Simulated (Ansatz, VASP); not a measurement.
# GaCo in VASP and in Ansatz

```xyz
2
Lattice="2.8780 0.0000 0.0000 0.0000 2.8780 0.0000 0.0000 0.0000 2.8780" Properties=species:S:1:pos:R:3 pbc="T T T"
Ga    1.4390    1.4390    1.4390
Co    0.0000    0.0000    0.0000
```

Alike in both runs: task single point; functional PBE; k mesh 8 × 8 × 8; occupations fermi-dirac, width 0.05 eV; collinear spin; fixed moment 1 μB.

```csv
,VASP,Ansatz
version,VASP 6.6.1,Ansatz 0.2.0
potentials or method,"VASP PAW PBE potentials, release 64 (Ga_d, Co)",Ansatz PAW
plane-wave cutoff (eV),520,420
valence electrons in the cell,22,30
```

|  | VASP | Ansatz | Ansatz less VASP |
| --- | --- | --- | --- |
| pressure (GPa) | 5.6 | 5.4 | -0.16 |
| net moment per atom (μB) | 0.50 | 0.50 | 0.000 |

VASP's potentials hold 22 valence electrons a cell and Ansatz's 30, so a difference there can come from the potentials and not from the codes.
